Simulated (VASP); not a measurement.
Input of a VASP 6.6.1 run:

INCAR

```
SYSTEM = SrTiO3
ALGO = Normal ; EDIFF = 1E-6
ENCUT = 520 ; GGA = PS
ISIF = 2 ; ISMEAR = 0
LASPH = .TRUE. ; LCHARG = .FALSE.
LREAL = .FALSE. ; LWAVE = .FALSE.
NBANDS = 28 ; NELM = 100
PREC = Accurate ; SIGMA = 0.05
```

The input KPOINTS:

```
k-points
0
G
  8 8 8
  0 0 0
```

Contents of POSCAR:

```
SrTiO3
1.0
    3.8327533334      0.0000000000      0.0000000000
    0.0000000000      3.8327533334      0.0000000000
    0.0000000000      0.0000000000      3.8911201354
Sr Ti O
1 1 3
Direct
    0.0000000000      0.0000000000      0.0000000000
    0.5000000000      0.5000000000      0.5000000000
    0.0000000000      0.5000000000      0.5000000000
    0.5000000000      0.0000000000      0.5000000000
    0.5000000000      0.5000000000      0.0000000000
```

Potentials or basis: VASP PAW PBE potentials, release 64 (Sr_sv, Ti_sv, O).

Command:

```bash
$ cat potpaw_PBE.64/Sr_sv/POTCAR potpaw_PBE.64/Ti_sv/POTCAR potpaw_PBE.64/O/POTCAR > POTCAR
$ mpirun -np 1 vasp_std > vasp.out
```

Task: What does it give for the band gap on the k mesh?

Result: 1.83 eV (least direct gap 2.19 eV).

Task: What does it give for the pressure?

Result: 6.8 GPa.

Stress tensor (GPa, compression positive):
```
8.23 0.00 0.00
0.00 8.23 0.00
0.00 0.00 4.00
```

Caveat: the cell differs from its parent crystal (strain -0.015 along x and y, +0.000 along z); the cell stands under pressure; the PAW data sets were made with another functional, which shifts forces and pressure a little. A k mesh can miss the band edges.
